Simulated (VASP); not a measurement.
# BN (P3m1) in VASP: further runs, part 2 of 2

VASP 6.6.1. Earlier steps stand in the parts before.

**3. Single point, PBEsol**

This run uses another cell than the first one, of 5.99 Å³/atom, 1.045 times its volume.

Contents of INCAR:

```
SYSTEM = BN
PREC = Accurate
ENCUT = 520
EDIFF = 1E-6
ISMEAR = 0
SIGMA = 0.05
LREAL = .FALSE.
LASPH = .TRUE.
NELM = 60
ALGO = Normal
ISIF = 2
LWAVE = .FALSE.
LCHARG = .FALSE.
GGA = PS
NBANDS = 36
```

Contents of KPOINTS:

```
Automatic mesh
0
G
  10 10 2
  0 0 0
```

Contents of POSCAR:

```
BN
1.0
   -2.5410113127      0.0000000000      0.0000000000
    1.2705056564     -2.2005803481      0.0000000000
    0.0000000000      0.0000000000     12.8598865130
B N
6 6
Direct
    0.3333333333      0.6666666667      0.0612303957
    0.3333333333      0.6666666667      0.3880836304
    0.3333333333      0.6666666667      0.7149368651
    0.6666666667      0.3333333333      0.8783634824
    0.6666666667      0.3333333333      0.2246570131
    0.6666666667      0.3333333333      0.5515102477
    0.3333333333      0.6666666667      0.9193946789
    0.3333333333      0.6666666667      0.2656882096
    0.3333333333      0.6666666667      0.5925414443
    0.6666666667      0.3333333333      0.7559680616
    0.6666666667      0.3333333333      0.1022615922
    0.6666666667      0.3333333333      0.4291148269
```

Potentials or basis: VASP PAW PBE potentials, release 64 (B, N).

The run is started by

```
cat potpaw_PBE.64/B/POTCAR potpaw_PBE.64/N/POTCAR > POTCAR
mpirun -np 1 vasp_std > vasp.out
```

OUTCAR:

```text
SYSTEM = BN
   PREC = Accurate
   ENCUT = 520
   EDIFF = 1E-6
   ISMEAR = 0
   LREAL = .FALSE.
   LASPH = .TRUE.
   NELM = 60
   ISIF = 2
   GGA = PS

 ion  position               nearest neighbor table
   1  0.333  0.667  0.061-  11 1.56  11 1.56  11 1.56   7 1.82
   2  0.333  0.667  0.388-  12 1.56  12 1.56  12 1.56   8 1.57
   3  0.333  0.667  0.715-  10 1.56  10 1.56  10 1.56   9 1.57
   4  0.667  0.333  0.878-   7 1.56   7 1.56   7 1.56  10 1.57
   5  0.667  0.333  0.225-   8 1.56   8 1.56   8 1.56  11 1.57
   6  0.667  0.333  0.552-   9 1.56   9 1.56   9 1.56  12 1.57
   7  0.333  0.667  0.919-   4 1.56   4 1.56   4 1.56   1 1.82
   8  0.333  0.667  0.266-   5 1.56   5 1.56   5 1.56   2 1.57
   9  0.333  0.667  0.593-   6 1.56   6 1.56   6 1.56   3 1.57
  10  0.667  0.333  0.756-   3 1.56   3 1.56   3 1.56   4 1.57
  11  0.667  0.333  0.102-   1 1.56   1 1.56   1 1.56   5 1.57
  12  0.667  0.333  0.429-   2 1.56   2 1.56   2 1.56   6 1.57

  LATTYP: Found a hexagonal cell.
 ALAT       =     2.5410113127
 C/A-ratio  =     5.0609324125

  Lattice vectors:
[... 214 lines left out ...]
      6      -8.8172      2.00000
[... 925 lines left out ...]
     35      18.7771      0.00000
     36      19.3031      0.00000

 [... further k-points ...]

------------------------ aborting loop because EDIFF is reached ----------------------------------------

  FORCE on cell =-STRESS in cart. coord.  units (eV):
  Direction    XX          YY          ZZ          XY          YZ          ZX
  --------------------------------------------------------------------------------------
  -------------------------------------------------------------------------------------
  Total       -0.0528840     -0.0528840     -5.6753753      0.0000000      0.0000000     -0.0000000
  in kB       -1.1782936     -1.1782936   -126.4515644      0.0000000      0.0000000     -0.0000000
  external PRESSURE =     -42.9360505 kB  Pullay stress =       0.0000000 kB

 VOLUME and BASIS-vectors are now :
 -----------------------------------------------------------------------------
  energy-cutoff  :      520.00
  volume of cell :       71.91
      direct lattice vectors                 reciprocal lattice vectors
    -2.541011313  0.000000000  0.000000000    -0.393544096 -0.227212790  0.000000000
     1.270505656 -2.200580348  0.000000000     0.000000000 -0.454425580  0.000000000
     0.000000000  0.000000000 12.859886513     0.000000000  0.000000000  0.077761184

 POSITION                                       TOTAL-FORCE (eV/Angst)
 -----------------------------------------------------------------------------------
      0.00000     -1.46705      0.78742         0.000000     -0.000000     -1.826129
      0.00000     -1.46705      4.99071         0.000000      0.000000      0.213634
      0.00000     -1.46705      9.19401         0.000000     -0.000000      0.236702
     -1.27051     -0.73353     11.29565        -0.000000     -0.000000      1.125261
     -1.27051     -0.73353      2.88906        -0.000000      0.000000      0.249281
     -1.27051     -0.73353      7.09236        -0.000000      0.000000      0.213066
      0.00000     -1.46705     11.82331        -0.000000      0.000000      1.932831
      0.00000     -1.46705      3.41672         0.000000     -0.000000     -0.220515
      0.00000     -1.46705      7.62002        -0.000000     -0.000000     -0.213757
     -1.27051     -0.73353      9.72166        -0.000000      0.000000     -0.257600
     -1.27051     -0.73353      1.31507         0.000000     -0.000000     -1.240394
     -1.27051     -0.73353      5.51837         0.000000     -0.000000     -0.212379
 -----------------------------------------------------------------------------------
    total drift:                               -0.000000      0.000000      0.000105

  FREE ENERGIE OF THE ION-ELECTRON SYSTEM (eV)
  ---------------------------------------------------
  free  energy   TOTEN  =      -109.4335386935 eV

  energy  without entropy=     -109.4335386935  energy(sigma->0) =     -109.43353869
```

stdout:

```text
POSCAR found type information on POSCAR B N
 POSCAR found :  2 types and      12 ions
 scaLAPACK will be used
 -----------------------------------------------------------------------------
|                                                                             |
|                                                                             |
|     You enforced a specific xc type in the INCAR file but a different       |
|     I HOPE YOU KNOW WHAT YOU ARE DOING!                                     |
|                                                                             |
 -----------------------------------------------------------------------------

 LDA part: xc-table for (Slater+PW92), standard interpolation
 POSCAR, INCAR and KPOINTS ok, starting setup
 FFT: planning ... GRIDC
 FFT: planning ... GRID_SOFT
 FFT: planning ... GRID
 WAVECAR not read
 entering main loop
```

Wall time 65 s (1 thread of Intel Xeon 6975P-C, shared host); peak memory 0.21 GiB.

Results:

- Free energy: -109.4335 eV
- Pressure: -4.3 GPa
- Largest force: 1.933 eV/Å
- Band gap on the k mesh: 4.94 eV

Forces on the atoms (eV/Å):
```
B    0.000  0.000 -1.826
B    0.000  0.000  0.214
B    0.000  0.000  0.237
B    0.000  0.000  1.125
B    0.000  0.000  0.249
B    0.000  0.000  0.213
N    0.000  0.000  1.933
N    0.000  0.000 -0.221
N    0.000  0.000 -0.214
N    0.000  0.000 -0.258
N    0.000  0.000 -1.240
N    0.000  0.000 -0.212
```

Levels at points of the mesh, in eV from the valence-band top:
```tsv
k point	band 20	band 21	band 22	band 23	band 24	band 25	band 26	band 27	band 28	band 29
(0.00, 0.00, 0.00)	-0.67	-0.67	-0.46	0.00	0.00	6.75	8.01	8.01	8.70	8.73
(0.50, 0.00, 0.00)	-3.63	-3.47	-3.09	-3.00	-2.27	5.43	5.95	6.16	6.46	6.90
(0.00, 0.00, 0.50)	-1.16	-0.58	-0.58	-0.02	-0.02	6.87	8.04	8.04	8.55	8.55
(0.50, 0.00, 0.50)	-3.80	-3.79	-3.15	-2.87	-2.33	5.54	5.95	6.27	6.61	6.84
```

Caveat: the PAW data sets were made with another functional, which shifts forces and pressure a little. A k mesh can miss the band edges.

**4. Single point, PBEsol**

This run uses another cell than the first one, of 6.11 Å³/atom, 1.065 times its volume.

Contents of INCAR:

```
  ALGO = Normal
  EDIFF = 1E-6
  ENCUT = 520
  GGA = PS
  ISIF = 2
  ISMEAR = 0
  LASPH = True
  LCHARG = False
  LREAL = False
  LWAVE = False
  NBANDS = 36
  NELM = 80
  PREC = Accurate
  SIGMA = 0.05
```

Contents of KPOINTS:

```
k-points
0
Gamma
  10 10 2
```

Contents of POSCAR:

```
BN
1.0
   -2.5410113127      0.0000000000      0.0000000000
    1.2705056564     -2.2005803481      0.0000000000
    0.0000000000      0.0000000000     13.1098865130
B N
6 6
Direct
    0.3333333333      0.6666666667      0.0600627579
    0.3333333333      0.6666666667      0.3806830395
    0.3333333333      0.6666666667      0.7013033210
    0.6666666667      0.3333333333      0.8616134617
    0.6666666667      0.3333333333      0.2203728987
    0.6666666667      0.3333333333      0.5409931802
    0.3333333333      0.6666666667      0.9018622106
    0.3333333333      0.6666666667      0.2606216476
    0.3333333333      0.6666666667      0.5812419291
    0.6666666667      0.3333333333      0.7415520699
    0.6666666667      0.3333333333      0.1003115069
    0.6666666667      0.3333333333      0.4209317884
```

Potentials or basis: VASP PAW PBE potentials, release 64 (B, N).

The run is started by

```
cat potpaw_PBE.64/B/POTCAR potpaw_PBE.64/N/POTCAR > POTCAR
mpirun -np 1 vasp_std > vasp.out
```

OUTCAR:

```text
EDIFF = 1E-6
   ENCUT = 520
   GGA = PS
   ISIF = 2
   ISMEAR = 0
   LASPH = True
   LREAL = False
   NELM = 80
   PREC = Accurate

 ion  position               nearest neighbor table
   1  0.333  0.667  0.060-  11 1.56  11 1.56  11 1.56
   2  0.333  0.667  0.381-  12 1.56  12 1.56  12 1.56   8 1.57
   3  0.333  0.667  0.701-  10 1.56  10 1.56  10 1.56   9 1.57
   4  0.667  0.333  0.862-   7 1.56   7 1.56   7 1.56  10 1.57
   5  0.667  0.333  0.220-   8 1.56   8 1.56   8 1.56  11 1.57
[... 1167 lines left out ...]

 VOLUME and BASIS-vectors are now :
 -----------------------------------------------------------------------------
  energy-cutoff  :      520.00
  volume of cell :       73.31
      direct lattice vectors                 reciprocal lattice vectors
    -2.541011313  0.000000000  0.000000000    -0.393544096 -0.227212790  0.000000000
     1.270505656 -2.200580348  0.000000000     0.000000000 -0.454425580  0.000000000
     0.000000000  0.000000000 13.109886513     0.000000000  0.000000000  0.076278311

 POSITION                                       TOTAL-FORCE (eV/Angst)
 -----------------------------------------------------------------------------------
      0.00000     -1.46705      0.78742         0.000000      0.000000     -1.733762
      0.00000     -1.46705      4.99071         0.000000     -0.000000      0.395142
      0.00000     -1.46705      9.19401        -0.000000     -0.000000      0.443974
     -1.27051     -0.73353     11.29565         0.000000     -0.000000      1.973616
     -1.27051     -0.73353      2.88906         0.000000     -0.000000      0.478408
     -1.27051     -0.73353      7.09236         0.000000     -0.000000      0.393544
      0.00000     -1.46705     11.82331        -0.000000      0.000000      1.708307
      0.00000     -1.46705      3.41672        -0.000000     -0.000000     -0.406966
      0.00000     -1.46705      7.62002        -0.000000      0.000000     -0.394775
     -1.27051     -0.73353      9.72166         0.000000     -0.000000     -0.494894
     -1.27051     -0.73353      1.31507        -0.000000     -0.000000     -1.970538
     -1.27051     -0.73353      5.51837        -0.000000      0.000000     -0.392058
 -----------------------------------------------------------------------------------
    total drift:                               -0.000000      0.000000      0.000001

  FREE ENERGIE OF THE ION-ELECTRON SYSTEM (eV)
  ---------------------------------------------------
  free  energy   TOTEN  =      -108.6146167866 eV

  energy  without entropy=     -108.6146167866  energy(sigma->0) =     -108.61461679
```

stdout:

```text
POSCAR found type information on POSCAR B N
 POSCAR found :  2 types and      12 ions
 scaLAPACK will be used
 -----------------------------------------------------------------------------
|                                                                             |
|                                                                             |
|     You enforced a specific xc type in the INCAR file but a different       |
|     I HOPE YOU KNOW WHAT YOU ARE DOING!                                     |
|                                                                             |
 -----------------------------------------------------------------------------

 LDA part: xc-table for (Slater+PW92), standard interpolation
 POSCAR, INCAR and KPOINTS ok, starting setup
 FFT: planning ... GRIDC
 FFT: planning ... GRID_SOFT
 FFT: planning ... GRID
 WAVECAR not read
 entering main loop
```

Wall time 77 s (1 thread of Intel Xeon 6975P-C, shared host); peak memory 0.21 GiB.

Results:

```yaml
Free_energy: -108.6146 eV
Pressure: -5.9 GPa
Largest_force: 1.974 eV/Å
Band_gap_on_the_k_mesh: 3.77 eV, indirect (least direct gap 4.56 eV)
```

Forces on the atoms (eV/Å):
```
B    0.000  0.000 -1.734
B    0.000  0.000  0.395
B    0.000  0.000  0.444
B    0.000  0.000  1.974
B    0.000  0.000  0.478
B    0.000  0.000  0.394
N    0.000  0.000  1.708
N    0.000  0.000 -0.407
N    0.000  0.000 -0.395
N    0.000  0.000 -0.495
N    0.000  0.000 -1.971
N    0.000  0.000 -0.392
```

Stress tensor (GPa, compression positive):
```
 -0.53   0.00   0.00
  0.00  -0.53   0.00
  0.00   0.00 -16.76
```

Levels at points of the mesh, in eV from the valence-band top:
```tsv
k point	band 22	band 23	band 24	band 25	band 26	band 27
(0.00, 0.00, 0.00)	-0.87	0.00	0.00	4.56	7.27	7.27
(0.50, 0.00, 0.00)	-3.44	-2.66	-2.39	3.77	5.14	5.49
(0.00, 0.00, 0.50)	-0.99	0.00	0.00	4.65	7.28	7.28
(0.50, 0.00, 0.50)	-3.38	-2.72	-2.40	3.84	5.13	5.59
```

Caveat: the PAW data sets were made with another functional, which shifts forces and pressure a little. A k mesh can miss the band edges.

**5. Single point, PBEsol**

This run uses another cell than the first one, of 6.23 Å³/atom, 1.085 times its volume.

Contents of INCAR:

```
SYSTEM = BN
PREC     = Accurate       ! precision mode
ENCUT    = 520            ! plane-wave cutoff, eV
EDIFF    = 1E-6           ! SCF threshold, eV
ISMEAR   = 0              ! smearing method
SIGMA    = 0.05           ! smearing width, eV
LREAL    = .False.        ! projectors in reciprocal space
LASPH    = .True.         ! aspherical terms in the spheres
NELM     = 80             ! most SCF steps
ALGO     = Normal         ! electronic algorithm
ISIF     = 2              ! what is computed and relaxed
LWAVE    = .False.        ! write WAVECAR
LCHARG   = .False.        ! write CHGCAR
GGA      = PS             ! functional
NBANDS   = 36             ! bands
```

Contents of KPOINTS:

```
Automatic mesh
0
Gamma
  10 10 2
  0 0 0
```

Contents of POSCAR:

```
BN
1.0
   -2.5410113127      0.0000000000      0.0000000000
    1.2705056564     -2.2005803481      0.0000000000
    0.0000000000      0.0000000000     13.3598865130
B N
6 6
Direct
    0.3333333333      0.6666666667      0.0589388195
    0.3333333333      0.6666666667      0.3735594191
    0.3333333333      0.6666666667      0.6881800186
    0.6666666667      0.3333333333      0.8454903184
    0.6666666667      0.3333333333      0.2162491193
    0.6666666667      0.3333333333      0.5308697188
    0.3333333333      0.6666666667      0.8849859032
    0.3333333333      0.6666666667      0.2557447041
    0.3333333333      0.6666666667      0.5703653036
    0.6666666667      0.3333333333      0.7276756034
    0.6666666667      0.3333333333      0.0984344043
    0.6666666667      0.3333333333      0.4130550039
```

The run is started by

```
cat potpaw_PBE.64/B/POTCAR potpaw_PBE.64/N/POTCAR > POTCAR
mpirun -np 1 vasp_std > vasp.out
```

Wall time 81 s (1 thread of Intel Xeon 6975P-C, shared host); peak memory 0.21 GiB.

The run converged. Its results:

```yaml
Free_energy: -107.7816 eV
Pressure: -6.2 GPa
Largest_force: 2.622 eV/Å
Band_gap_on_the_k_mesh: 2.31 eV, indirect (least direct gap 2.86 eV)
```

Forces in eV/Å, atoms in the order of the input:
```
B    0.000  0.000 -1.166
B    0.000  0.000  0.526
B    0.000  0.000  0.608
B    0.000  0.000  2.622
B    0.000  0.000  0.655
B    0.000  0.000  0.524
N    0.000  0.000  0.897
N    0.000  0.000 -0.540
N    0.000  0.000 -0.526
N    0.000  0.000 -0.698
N    0.000  0.000 -2.381
N    0.000  0.000 -0.521
```

Stress tensor (GPa, compression positive):
```
 -0.73   0.00   0.00
  0.00  -0.73   0.00
  0.00   0.00 -17.09
```

Levels at points of the mesh, in eV from the valence-band top:
```
           k point  band 20  band 21  band 22  band 23  band 24  band 25  band 26  band 27  band 28  band 29
(0.00, 0.00, 0.00)    -1.32    -1.32    -1.20     0.00     0.00     2.86     6.61     6.61     7.22     7.58
(0.50, 0.00, 0.00)    -4.57    -4.32    -3.77    -2.45    -2.28     2.31     4.45     4.92     5.52     6.39
(0.00, 0.00, 0.50)    -1.68    -1.32    -1.32     0.00     0.00     2.96     6.61     6.61     7.22     7.56
(0.50, 0.00, 0.50)    -4.60    -4.35    -3.75    -2.45    -2.32     2.35     4.44     4.99     5.61     6.12
```

Caveat: the PAW data sets were made with another functional, which shifts forces and pressure a little.

**6. Summary**

| cell | gap on the mesh (eV) | pressure (GPa) | largest force (eV/Å) |
| --- | --- | --- | --- |
| a = 2.541, b = 2.541, c = 12.310 Å, angles 90.0, 90.0, 120.0°, 12 atoms | 4.65 | 17.5 | 12.79 |
| a = 2.541, b = 2.541, c = 12.860 Å, angles 90.0, 90.0, 120.0°, 12 atoms | 4.94 | -4.3 | 1.93 |
| a = 2.541, b = 2.541, c = 13.110 Å, angles 90.0, 90.0, 120.0°, 12 atoms | 3.77 | -5.9 | 1.97 |
| a = 2.541, b = 2.541, c = 13.360 Å, angles 90.0, 90.0, 120.0°, 12 atoms | 2.31 | -6.2 | 2.62 |

Alike in all rows: task single point; level PBEsol; potentials or basis VASP PAW PBE potentials, release 64 (B, N); no spin polarisation; k mesh 10 × 10 × 2; cutoff (eV) 520; smearing gaussian 0.05 eV.

Caveats: the PAW data sets were made with another functional, which shifts forces and pressure a little.

Total energies depend on the potentials used, so only differences within one code and one set of settings carry meaning.
